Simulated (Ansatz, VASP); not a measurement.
One calculation of C, two programs

```
C
1.0
    -2.46479    0.00000    0.00000
    -1.23240   -2.13457    0.00000
    -0.82160   -0.71152   20.80662
C
12
Direct
  0.62537 0.58407 0.24780
  0.84759 0.69518 0.91447
  0.23648 0.13962 0.58114
  0.65241 0.63815 0.08556
  0.87463 0.74926 0.75223
  0.26352 0.19370 0.41890
  0.59685 0.52704 0.41888
  0.98574 0.97149 0.08554
  0.20797 0.08260 0.75221
  0.51425 0.36184 0.91449
  0.90314 0.80628 0.58116
  0.29203 0.25073 0.24782
```

Alike in both runs: task single point; functional PBE; dispersion D3(BJ); k mesh 15 × 15 × 2; occupations gaussian, width 0.03 eV; no spin polarisation.

|  | VASP | Ansatz |
| --- | --- | --- |
| version | VASP 6.6.1 | Ansatz 0.2.0 |
| potentials or method | VASP PAW PBE potentials, release 64 (C), cutoff 600 eV | scalar-relativistic, plane waves, PAW |
| valence electrons in the cell | 48 | 48 |

Ansatz gave:

- gap on the k mesh at the Fermi level (eV): 0.11
- least direct gap on the mesh (eV): 0.11
- pressure (GPa): 0.0
- traceless stress, the component that is largest in VASP (GPa): -0.25
- rms of the force components (eV/Å): 0.007

Estimate VASP's values.

gap on the k mesh at the Fermi level (eV): 0.11; least direct gap on the mesh (eV): 0.11; pressure (GPa): 0.0; traceless stress, the component that is largest in VASP (GPa): -0.58; rms of the force components (eV/Å): 0.007.

Atom by atom the forces differ by 0.000 eV/Å (rms over components).
